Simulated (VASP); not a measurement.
# Cr: single point with PBE

Crystal: Cr.

```
Cr
1.0
     2.08365    0.00000    0.00000
    -1.04183    1.80450    0.00000
     0.00000    0.00000    3.29776
Cr
2
Direct
  0.33333 0.66667 0.25000
  0.66667 0.33333 0.75000
```

This cell differs from its parent crystal: volume scaled by 0.52.

* Program: VASP 6.6.1
* Task: single point
* Functional: PBE
* Potentials or basis: VASP PAW PBE potentials, release 64 (Cr_pv)
* Cutoff: 520 eV
* k mesh: 19 × 19 × 10
* Occupations: fermi-dirac, width 0.08 eV
* Spin: collinear spin, ferromagnetic start
* Starting moments: [2.0, 2.0] μB

```
Pressure               : 552.1 GPa
Band gap on the k mesh : zero (filled and empty bands overlap)
Net moment             : 0.00 μB per cell
```

Stress tensor (GPa, compression positive):
```
551.02   0.00   0.00
  0.00 551.02   0.00
  0.00   0.00 554.38
```

Levels at points of the mesh, in eV from the Fermi level:
Spin up:
| k point | band 10 | band 11 | band 12 | band 13 | band 14 | band 15 |
| --- | --- | --- | --- | --- | --- | --- |
| (0.00, 0.00, 0.00) | -1.87 | -1.36 | -0.46 | -0.46 | 0.54 | 0.54 |
| (0.00, 0.00, 0.50) | -2.10 | -2.10 | -2.10 | -0.81 | -0.81 | 3.84 |
Spin down:
| k point | band 10 | band 11 | band 12 | band 13 | band 14 | band 15 |
| --- | --- | --- | --- | --- | --- | --- |
| (0.00, 0.00, 0.00) | -1.87 | -1.36 | -0.46 | -0.46 | 0.54 | 0.54 |
| (0.00, 0.00, 0.50) | -2.10 | -2.10 | -2.10 | -0.81 | -0.81 | 3.84 |

Run time: 86 s on 1 thread of Intel Xeon 6975P-C, with other jobs on the host, peak memory 0.21 GiB.

Caveat: the starting moments collapsed, and a magnetic state may lie lower.
